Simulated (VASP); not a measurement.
Here is a VASP 6.6.1 calculation.

INCAR

```
SYSTEM = SnO2
  ALGO = Normal
  EDIFF = 1E-6
  ENCUT = 910
  GGA = PS
  GGA_COMPAT = .False.
  ISIF = 2
  ISMEAR = 0
  LASPH = .True.
  LCHARG = .False.
  LREAL = .False.
  LWAVE = .False.
  NBANDS = 20
  NELM = 120
  PREC = Accurate
  SIGMA = 0.05
```

KPOINTS

```
k-points
0
Gamma
  12 12 12
  0 0 0
```

File POSCAR:

```
SnO2
1.0
    1.5613801911      0.9014632736      4.2894384516
   -1.5613801911      0.9014632736      4.2894384516
    0.0000000000     -1.8029265473      4.2894384516
Sn O
1 2
Direct
    0.5000000000      0.5000000000      0.5000000000
    0.2477865012      0.2477865012      0.2477865012
    0.7522134988      0.7522134988      0.7522134988
```

Potentials or basis: VASP PAW PBE potentials, release 64 (Sn_d, O_h).

The run is started by

```sh
$ cat potpaw_PBE.64/Sn_d/POTCAR potpaw_PBE.64/O_h/POTCAR > POTCAR
$ mpirun -np 1 vasp_std > vasp.out
```

Q: Predict the pressure.

A: 8.4 GPa.

Q: Predict the band gap on the k mesh.

A: 2.02 eV.

Stress tensor (GPa, compression positive):
```
12.12  0.00  0.00
 0.00 12.12  0.00
 0.00  0.00  0.92
```

Caveat: the cell differs from its parent crystal (atoms shifted along a free coordinate); the cutoff is under 1.25 times the usual one of these potentials, so pressure, stress and relaxed cells hold a basis-set (Pulay) error; the cell stands under pressure; the PAW data sets were made with another functional, which shifts forces and pressure a little; spin-orbit coupling is left out, which moves the levels of the heavy elements. A k mesh can miss the band edges.
